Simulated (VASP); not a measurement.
# SiC (F-43m) in VASP: further runs, part 2 of 2

VASP 6.6.1. The steps go on from the part before.

### Step 5. Single point, r2SCAN (9.95 Å³/atom)

This run uses another cell than the first one, of 9.95 Å³/atom.

File POSCAR:

```
SiC
1.0
    0.0000000000      2.1505369288      2.1505369288
    2.1505369288      0.0000000000      2.1505369288
    2.1505369288      2.1505369288      0.0000000000
Si C
1 1
Direct
    0.0000000000      0.0000000000      0.0000000000
    0.2500000000      0.2500000000      0.2500000000
```

File INCAR.step1:

```
SYSTEM = SiC
PREC = Accurate
ENCUT = 660
ISMEAR = 0
SIGMA = 0.01
LREAL = .False.
LASPH = .True.
NELM = 120
NBANDS = 11
GGA = PE
ALGO = Normal
EDIFF = 1E-5
LWAVE = .True.
LCHARG = .False.
GGA_COMPAT = .False.
```

File INCAR.step2:

```
SYSTEM = SiC
PREC = Accurate
ENCUT = 660
EDIFF = 1E-6
ISMEAR = 0
SIGMA = 0.01
LREAL = .False.
LASPH = .True.
NELM = 120
ALGO = Normal
ISIF = 2
LWAVE = .False.
LCHARG = .False.
METAGGA = R2SCAN
LMIXTAU = .True.
NBANDS = 11
ISTART = 1
GGA_COMPAT = .False.
```

File KPOINTS:

```
regular mesh
0
Gamma
  10 10 10
  0 0 0
```

Potentials or basis: VASP PAW PBE potentials, release 64 (Si, C).

Command:

```
$ cat potpaw_PBE.64/Si/POTCAR potpaw_PBE.64/C/POTCAR > POTCAR
$ cp INCAR.step1 INCAR
$ mpirun -np 1 vasp_std > vasp.out
$ cp INCAR.step2 INCAR
$ mpirun -np 1 vasp_std > vasp.out
```

OUTCAR:

```text
SYSTEM = SiC
   PREC = Accurate
   ENCUT = 660
   EDIFF = 1E-6
   ISMEAR = 0
   LREAL = .False.
   LASPH = .True.
   NELM = 120
   ISIF = 2
   METAGGA = R2SCAN
   ISTART = 1

 ion  position               nearest neighbor table
   1  0.000  0.000  0.000-   2 1.86   2 1.86   2 1.86   2 1.86
   2  0.250  0.250  0.250-   1 1.86   1 1.86   1 1.86   1 1.86

  LATTYP: Found a face centered cubic cell.
 ALAT       =     4.3010738576

  Lattice vectors:

 A1 = (   0.0000000000,   2.1505369288,   2.1505369288)
 A2 = (   2.1505369288,   0.0000000000,   2.1505369288)
 A3 = (   2.1505369288,   2.1505369288,   0.0000000000)

Analysis of symmetry for initial positions (statically):
=====================================================================
 Subroutine PRICEL returns:
 Original cell was already a primitive cell.

 Routine SETGRP: Setting up the symmetry group for a
 face centered cubic supercell.

 Subroutine GETGRP returns: Found 24 space group operations
 (whereof 24 operations were pure point group operations)
 out of a pool of 48 trial point group operations.

[... 172 lines left out ...]
      1      -8.0689      2.00000
      2       8.4267      2.00000
      3       8.4267      2.00000
      4       8.4267      2.00000
      5      15.7600      0.00000
      6      16.5784      0.00000
      7      16.5784      0.00000
      8      16.5784      0.00000
      9      23.8838      0.00000
     10      23.8838      0.00000
     11      26.8495      0.00000
[... 309 lines left out ...]
 k-point    24 :       0.4000    0.3000    0.0000
  band No.  band energies     occupation
      1      -4.7265      2.00000
      2       2.5444      2.00000
      3       5.0779      2.00000
      4       5.6197      2.00000
      5      11.7677      0.00000
      6      14.7720      0.00000
      7      21.3865      0.00000
      8      21.6322      0.00000
      9      23.7779      0.00000
     10      27.9071      0.00000
     11      31.5560      0.00000

 [... further k-points ...]

------------------------ aborting loop because EDIFF is reached ----------------------------------------

  FORCE on cell =-STRESS in cart. coord.  units (eV):
  Direction    XX          YY          ZZ          XY          YZ          ZX
  --------------------------------------------------------------------------------------
  -------------------------------------------------------------------------------------
  Total        1.1091519      1.1091519      1.1091519      0.0000000     -0.0000000     -0.0000000
  in kB       89.3369025     89.3369025     89.3369025      0.0000000     -0.0000000     -0.0000000
  external PRESSURE =      89.3369025 kB  Pullay stress =       0.0000000 kB

 VOLUME and BASIS-vectors are now :
 -----------------------------------------------------------------------------
  energy-cutoff  :      660.00
  volume of cell :       19.89
      direct lattice vectors                 reciprocal lattice vectors
     0.000000000  2.150536929  2.150536929    -0.232500076  0.232500076  0.232500076
     2.150536929  0.000000000  2.150536929     0.232500076 -0.232500076  0.232500076
     2.150536929  2.150536929  0.000000000     0.232500076  0.232500076 -0.232500076

 POSITION                                       TOTAL-FORCE (eV/Angst)
 -----------------------------------------------------------------------------------
      0.00000      0.00000      0.00000         0.000000      0.000000      0.000000
      1.07527      1.07527      1.07527        -0.000000     -0.000000     -0.000000
 -----------------------------------------------------------------------------------
    total drift:                               -0.000000     -0.000000     -0.000000

  FREE ENERGIE OF THE ION-ELECTRON SYSTEM (eV)
  ---------------------------------------------------
  free  energy   TOTEN  =       -19.3104461986 eV

  energy  without entropy=      -19.3104461986  energy(sigma->0) =      -19.31044620
```

OUTCAR.step1:

```text
SYSTEM = SiC
   PREC = Accurate
   ENCUT = 660
   ISMEAR = 0
   LREAL = .False.
   LASPH = .True.
[... 558 lines left out ...]
      0.00000      0.00000      0.00000        -0.000000     -0.000000      0.000000
      1.07527      1.07527      1.07527         0.000000      0.000000     -0.000000
 -----------------------------------------------------------------------------------
    total drift:                               -0.000000     -0.000000     -0.000000

  FREE ENERGIE OF THE ION-ELECTRON SYSTEM (eV)
  ---------------------------------------------------
  free  energy   TOTEN  =       -15.0218634965 eV

  energy  without entropy=      -15.0218634965  energy(sigma->0) =      -15.02186350
```

OSZICAR.step1:

```text
N       E                     dE             d eps       ncg     rms          rms(c)
DAV:   1     0.583814581483E+01    0.58381E+01   -0.45599E+03  1090   0.750E+02
DAV:   2    -0.163408996688E+02   -0.22179E+02   -0.20610E+02  1345   0.121E+02
DAV:   3    -0.169862765024E+02   -0.64538E+00   -0.64385E+00  1294   0.169E+01
DAV:   4    -0.169887442055E+02   -0.24677E-02   -0.24674E-02  1145   0.127E+00
DAV:   5    -0.169887547860E+02   -0.10581E-04   -0.10580E-04  1288   0.798E-02    0.923E+00
DAV:   6    -0.150927060505E+02    0.18960E+01   -0.65556E+00  1151   0.117E+01    0.412E+00
DAV:   7    -0.150298046036E+02    0.62901E-01   -0.43643E-01  1234   0.375E+00    0.185E+00
DAV:   8    -0.150216512987E+02    0.81533E-02   -0.20945E-02  1154   0.974E-01    0.171E-01
DAV:   9    -0.150217574566E+02   -0.10616E-03   -0.15567E-03  1284   0.229E-01    0.114E-01
DAV:  10    -0.150218614457E+02   -0.10399E-03   -0.21687E-04  1157   0.913E-02    0.263E-02
DAV:  11    -0.150218634965E+02   -0.20508E-05   -0.36441E-05  1232   0.323E-02
   1 F= -.15021863E+02 E0= -.15021863E+02  d E =-.864148E-68
```

It took 26 s on 1 thread of Intel Xeon 6975P-C (Granite Rapids), shared host; peak memory 0.16 GiB.

What came out:

```
Free energy            : -19.3104 eV
Pressure               : 8.9 GPa
Band gap on the k mesh : 1.70 eV (least direct gap 5.11 eV)
```

Caveat: the cell stands under pressure; the PAW data sets were made with another functional, which shifts forces and pressure a little. A k mesh can miss the band edges.

### Step 6. Single point, r2SCAN (10.36 Å³/atom)

This run uses another cell than the first one, of 10.36 Å³/atom.

File POSCAR:

```
SiC
1.0
    0.0000000000      2.1800000000      2.1800000000
    2.1800000000      0.0000000000      2.1800000000
    2.1800000000      2.1800000000      0.0000000000
Si C
1 1
Direct
    0.0000000000      0.0000000000      0.0000000000
    0.2500000000      0.2500000000      0.2500000000
```

File INCAR.step1:

```
SYSTEM = SiC
ALGO = Normal
EDIFF = 1E-5
ENCUT = 660
GGA = PE
GGA_COMPAT = .False.
ISMEAR = 0
LASPH = .True.
LCHARG = .False.
LREAL = .False.
LWAVE = .True.
NBANDS = 11
NELM = 120
PREC = Accurate
SIGMA = 0.01
```

File INCAR.step2:

```
SYSTEM = SiC
ALGO = Normal
EDIFF = 1E-6
ENCUT = 660
GGA_COMPAT = .False.
ISIF = 2
ISMEAR = 0
ISTART = 1
LASPH = .True.
LCHARG = .True.
LELF = .True.
LMIXTAU = .True.
LREAL = .False.
LVHAR = .True.
LWAVE = .False.
METAGGA = R2SCAN
NBANDS = 11
NELM = 120
PREC = Accurate
SIGMA = 0.01
```

File KPOINTS:

```
k-points
0
Gamma
  10 10 10
  0 0 0
```

Potentials or basis: VASP PAW PBE potentials, release 64 (Si, C).

Command:

```
$ cat potpaw_PBE.64/Si/POTCAR potpaw_PBE.64/C/POTCAR > POTCAR
$ cp INCAR.step1 INCAR
$ mpirun -np 1 vasp_std > vasp.out
$ cp INCAR.step2 INCAR
$ mpirun -np 1 vasp_std > vasp.out
```

OUTCAR:

```text
SYSTEM = SiC
   EDIFF = 1E-6
   ENCUT = 660
   ISIF = 2
   ISMEAR = 0
   ISTART = 1
   LASPH = .True.
   LREAL = .False.
   METAGGA = R2SCAN
   NELM = 120
   PREC = Accurate

 ion  position               nearest neighbor table
   1  0.000  0.000  0.000-   2 1.89   2 1.89   2 1.89   2 1.89
   2  0.250  0.250  0.250-   1 1.89   1 1.89   1 1.89   1 1.89

  LATTYP: Found a face centered cubic cell.
 ALAT       =     4.3600000000

  Lattice vectors:

 A1 = (   0.0000000000,   2.1800000000,   2.1800000000)
 A2 = (   2.1800000000,   0.0000000000,   2.1800000000)
 A3 = (   2.1800000000,   2.1800000000,   0.0000000000)

Analysis of symmetry for initial positions (statically):
=====================================================================
 Subroutine PRICEL returns:
 Original cell was already a primitive cell.

 Routine SETGRP: Setting up the symmetry group for a
 face centered cubic supercell.

 Subroutine GETGRP returns: Found 24 space group operations
 (whereof 24 operations were pure point group operations)
 out of a pool of 48 trial point group operations.

The static configuration has the point symmetry T_d .

Analysis of symmetry for dynamics (positions and initial velocities):
=====================================================================
 Subroutine PRICEL returns:
 Original cell was already a primitive cell.

 Routine SETGRP: Setting up the symmetry group for a
 face centered cubic supercell.

 Subroutine GETGRP returns: Found 24 space group operations
 (whereof 24 operations were pure point group operations)
 out of a pool of 48 trial point group operations.

The dynamic configuration has the point symmetry T_d .

 Subroutine INISYM returns: Found 24 space group operations
 (whereof 24 operations are pure point group operations),
 and found     1 'primitive' translations

----------------------------------------------------------------------------------------

[... 119 lines left out ...]
   AEXX    =    0.0000 exact exchange contribution
   IVDW    =     0    specifies the selected vdW correction
   LEPSILON=     F    determine dielectric tensor
   LRPA    =     F    only Hartree local field effects (RPA)
 non-spin polarized calculation
 Gauss-broadening in eV      SIGMA  =   0.01
  energy-cutoff  :      660.00
  volume of cell :       20.72
 maximum number of plane-waves:       821
 NGX is ok and might be reduce to    28
   NGX = 13   NGY = 13   NGZ = 13

 number of electron       8.0000000 magnetization

 Free energy of the ion-electron system (eV)
  ---------------------------------------------------
  ext. energy  EPLUGINS =         0.00000000
  ---------------------------------------------------
  free energy    TOTEN  =       -19.33137110 eV

  energy without entropy =      -19.33137110  energy(sigma->0) =      -19.33137110

 E-fermi :   8.0600     XC(G=0): -11.9279

 val. band max:        7.9648694478   @ k =   0.0000   0.0000   0.0000
 cond. band min:       9.6927923517   @ k =   0.5000   0.5000   0.0000
 fundamental gap:      1.7279229039
 Fermi energy:         8.0599740256

 k-point     1 :       0.0000    0.0000    0.0000
  band No.  band energies     occupation
      1      -8.2023      2.00000
      2       7.9649      2.00000
      3       7.9649      2.00000
      4       7.9649      2.00000
      5      14.7824      0.00000
      6      15.8059      0.00000
      7      15.8059      0.00000
      8      15.8059      0.00000
      9      23.1672      0.00000
     10      23.1672      0.00000
     11      25.7069      0.00000
[... 309 lines left out ...]
 k-point    24 :       0.4000    0.3000    0.0000
  band No.  band energies     occupation
      1      -4.9722      2.00000
      2       2.1317      2.00000
      3       4.6968      2.00000
      4       5.2217      2.00000
      5      11.2622      0.00000
      6      14.1213      0.00000
      7      20.4483      0.00000
      8      20.7552      0.00000
      9      22.7899      0.00000
     10      27.0387      0.00000
     11      30.4384      0.00000

 [... further k-points ...]

------------------------ aborting loop because EDIFF is reached ----------------------------------------

  FORCE on cell =-STRESS in cart. coord.  units (eV):
  Direction    XX          YY          ZZ          XY          YZ          ZX
  --------------------------------------------------------------------------------------
  -------------------------------------------------------------------------------------
  Total       -0.1240703     -0.1240703     -0.1240703      0.0000000     -0.0000000      0.0000000
  in kB       -9.5935437     -9.5935437     -9.5935437      0.0000000     -0.0000000      0.0000000
  external PRESSURE =      -9.5935437 kB  Pullay stress =       0.0000000 kB

 VOLUME and BASIS-vectors are now :
 -----------------------------------------------------------------------------
  energy-cutoff  :      660.00
  volume of cell :       20.72
      direct lattice vectors                 reciprocal lattice vectors
     0.000000000  2.180000000  2.180000000    -0.229357798  0.229357798  0.229357798
     2.180000000  0.000000000  2.180000000     0.229357798 -0.229357798  0.229357798
     2.180000000  2.180000000  0.000000000     0.229357798  0.229357798 -0.229357798

 POSITION                                       TOTAL-FORCE (eV/Angst)
 -----------------------------------------------------------------------------------
      0.00000      0.00000      0.00000        -0.000000      0.000000     -0.000000
      1.09000      1.09000      1.09000         0.000000     -0.000000      0.000000
 -----------------------------------------------------------------------------------
    total drift:                               -0.000000     -0.000000     -0.000000

  FREE ENERGIE OF THE ION-ELECTRON SYSTEM (eV)
  ---------------------------------------------------
  free  energy   TOTEN  =       -19.3313710985 eV

  energy  without entropy=      -19.3313710985  energy(sigma->0) =      -19.33137110
```

OUTCAR.step1:

```text
SYSTEM = SiC
   EDIFF = 1E-5
   ENCUT = 660
   GGA = PE
   ISMEAR = 0
   LASPH = .True.
   LREAL = .False.
[... 557 lines left out ...]
      0.00000      0.00000      0.00000         0.000000     -0.000000      0.000000
      1.09000      1.09000      1.09000        -0.000000      0.000000     -0.000000
 -----------------------------------------------------------------------------------
    total drift:                               -0.000000     -0.000000     -0.000000

  FREE ENERGIE OF THE ION-ELECTRON SYSTEM (eV)
  ---------------------------------------------------
  free  energy   TOTEN  =       -15.0615630696 eV

  energy  without entropy=      -15.0615630696  energy(sigma->0) =      -15.06156307
```

OSZICAR.step1:

```text
N       E                     dE             d eps       ncg     rms          rms(c)
DAV:   1     0.738792265042E+01    0.73879E+01   -0.45669E+03  1050   0.758E+02
DAV:   2    -0.160869049973E+02   -0.23475E+02   -0.22086E+02  1282   0.123E+02
DAV:   3    -0.169083913817E+02   -0.82149E+00   -0.81985E+00  1279   0.190E+01
DAV:   4    -0.169116752361E+02   -0.32839E-02   -0.32836E-02  1186   0.151E+00
DAV:   5    -0.169116902040E+02   -0.14968E-04   -0.14968E-04  1258   0.968E-02    0.879E+00
DAV:   6    -0.151185030912E+02    0.17932E+01   -0.64852E+00  1157   0.114E+01    0.389E+00
DAV:   7    -0.150691567334E+02    0.49346E-01   -0.38310E-01  1220   0.355E+00    0.177E+00
DAV:   8    -0.150613428253E+02    0.78139E-02   -0.20289E-02  1160   0.955E-01    0.172E-01
DAV:   9    -0.150614498041E+02   -0.10698E-03   -0.16442E-03  1284   0.232E-01    0.113E-01
DAV:  10    -0.150615608106E+02   -0.11101E-03   -0.24084E-04  1160   0.944E-02    0.264E-02
DAV:  11    -0.150615630696E+02   -0.22590E-05   -0.43224E-05  1235   0.342E-02
   1 F= -.15061563E+02 E0= -.15061563E+02  d E =-.104471E-31
```

Run time: 29 s. Hardware: 1 thread of Intel Xeon 6975P-C (Granite Rapids), shared host; peak memory 0.15 GiB.

What came out:

| Item | Value |
| --- | --- |
| Free energy | -19.3314 eV |
| Pressure | -1.0 GPa |
| Band gap on the k mesh | 1.73 eV (least direct gap 5.06 eV) |

Caveat: the PAW data sets were made with another functional, which shifts forces and pressure a little.

### Step 7. Overview

| cell | gap on the mesh (eV) | pressure (GPa) |
| --- | --- | --- |
| a = 2.909 Å, angles 60.0°, 2 atoms | 1.60 | 53.5 |
| a = 2.954 Å, angles 60.0°, 2 atoms | 1.64 | 35.6 |
| a = 2.998 Å, angles 60.0°, 2 atoms | 1.67 | 21.0 |
| a = 3.041 Å, angles 60.0°, 2 atoms | 1.70 | 8.9 |
| a = 3.083 Å, angles 60.0°, 2 atoms | 1.73 | -1.0 |

Alike in all rows: task single point; level r2SCAN; potentials or basis VASP PAW PBE potentials, release 64 (Si, C); no spin polarisation; k mesh 10 × 10 × 10; cutoff (eV) 660; smearing gaussian 0.01 eV.

Caveats: the PAW data sets were made with another functional, which shifts forces and pressure a little; the cell stands under pressure (at least some runs).

Total energies depend on the potentials used, so only differences within one code and one set of settings carry meaning.
